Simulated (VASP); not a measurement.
A run of VASP 6.6.1 is set up as follows.

INCAR

```
SYSTEM = Rh
PREC = Accurate
ENCUT = 520
EDIFF = 1E-7
ISMEAR = 0
SIGMA = 0.1
LREAL = .False.
LASPH = .True.
NELM = 100
ALGO = Fast
ISIF = 2
LWAVE = .False.
LCHARG = .False.
GGA = PS
NBANDS = 38
```

Contents of KPOINTS:

```
Automatic mesh
0
Gamma
  21 21 6
  0 0 0
```

The input POSCAR:

```
Rh
1.0
    2.6756685425      0.0000000000      0.0000000000
   -1.3378342712      2.3171969299      0.0000000000
    0.0000000000      0.0000000000      8.7264178795
Rh
4
Direct
    0.0000000000      0.0000000000      0.0000000000
    0.3333333333      0.6666666667      0.2500000000
    0.0000000000      0.0000000000      0.5000000000
    0.6666666667      0.3333333333      0.7500000000
```

Potentials or basis: VASP PAW PBE potentials, release 64 (Rh_pv).

Run with:

```console
$ cat potpaw_PBE.64/Rh_pv/POTCAR > POTCAR
$ mpirun -np 1 vasp_std > vasp.out
```

(1) Estimate the band gap on the k mesh.

(2) What does it give for the pressure?

Results:

(1) zero (bands 30 and 31 overlap by 1.98 eV).

(2) -0.1 GPa.

Caveat: the PAW data sets were made with another functional, which shifts forces and pressure a little.
